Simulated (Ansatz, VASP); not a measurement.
# TiSiTe4 in VASP and in Ansatz

```xyz
6
Lattice="0.0000 4.2293 4.2293 4.2293 0.0000 4.2293 4.2293 4.2293 0.0000" Properties=species:S:1:pos:R:3 pbc="T T T"
Ti    6.3440    6.3440    6.3440
Si    0.0000    0.0000    0.0000
Te    5.2788    5.2788    3.1798
Te    3.1798    5.2788    5.2788
Te    3.1798    3.1798    3.1798
Te    5.2788    3.1798    5.2788
```

Change from the starting cell: species swapped into the TmCdCu4 type (F-43m, No. 216).

Alike in both runs: task relaxation of cell and atoms; functional PBE; k mesh 4 × 4 × 4; occupations gaussian, width 0.1 eV; no spin polarisation.

|  | VASP | Ansatz |
| --- | --- | --- |
| version | VASP 6.6.1 | Ansatz 0.2.0 |
| potentials or method | VASP PAW PBE potentials, release 64 (Ti_sv, Si, Te), cutoff 600 eV | scalar-relativistic, plane waves, PAW |
| valence electrons in the cell | 40 | 80 |

```csv
,VASP,Ansatz,Ansatz less VASP
"gap on the k mesh at the Fermi level, each at its own relaxed structure (eV)",none,none,-
relaxed volume (Å³/atom),28.14,28.35,+0.206
relaxed length of the cell vector where the two differ most in proportion (Å),6.204,6.219,+0.0151
```

A gap of «none» marks a metal or a gap that the smearing closes. VASP's potentials hold 40 valence electrons a cell and Ansatz's 80, so a difference there can come from the potentials and not from the codes.

Neither program's run includes spin-orbit coupling.
